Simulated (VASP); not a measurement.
Input of a VASP 6.6.1 run:

INCAR

```
  PREC = Accurate
  ENCUT = 520
  EDIFF = 1E-6
  ISMEAR = 0
  SIGMA = 0.2
  LREAL = False
  LASPH = True
  NELM = 60
  ALGO = Normal
  ISIF = 2
  LWAVE = False
  LCHARG = False
  GGA = PE
  NBANDS = 47
```

File KPOINTS:

```
Automatic mesh
0
Gamma
  8 4 4
```

POSCAR

```
BeGa2C2
1.0
   -1.5051904424     -2.6117242360     -0.0076061035
    4.4213377128     -2.5233281763      0.0021476000
    0.0000794553      0.0310666357      8.4656259789
Be Ga C
2 4 4
Direct
    0.5512519755      0.1779438441      0.0000244950
    0.0513105001      0.6778951444      0.0000266012
    1.0442386855      0.0182400957      0.6726415249
    0.5440572074      0.5182231043      0.6726391502
    1.0536273841      0.0201536113      0.3273520551
    0.5541788463      0.5201598491      0.3273530045
    0.5516532842      0.5170115008      0.0791128628
    0.0515995205      0.0170034611      0.0790970403
    0.5490567913      0.5166987767      0.9208771445
    0.0490258049      0.0166706125      0.9208761212
```

Potentials or basis: VASP PAW PBE potentials, release 64 (Be, Ga_d, C).

Run with:

```bash
$ cat potpaw_PBE.64/Be/POTCAR potpaw_PBE.64/Ga_d/POTCAR potpaw_PBE.64/C/POTCAR > POTCAR
$ mpirun -np 1 vasp_std > vasp.out
```

Estimate the largest force.

0.106 eV/Å.

What does it give for the pressure?

0.3 GPa.

What does it give for the band gap on the k mesh?

Zero (bands 36 and 37 overlap by 2.24 eV).

Stress tensor (GPa, compression positive):
```
-0.01 -0.03 -0.02
-0.03  0.31 -0.08
-0.02 -0.08  0.48
```
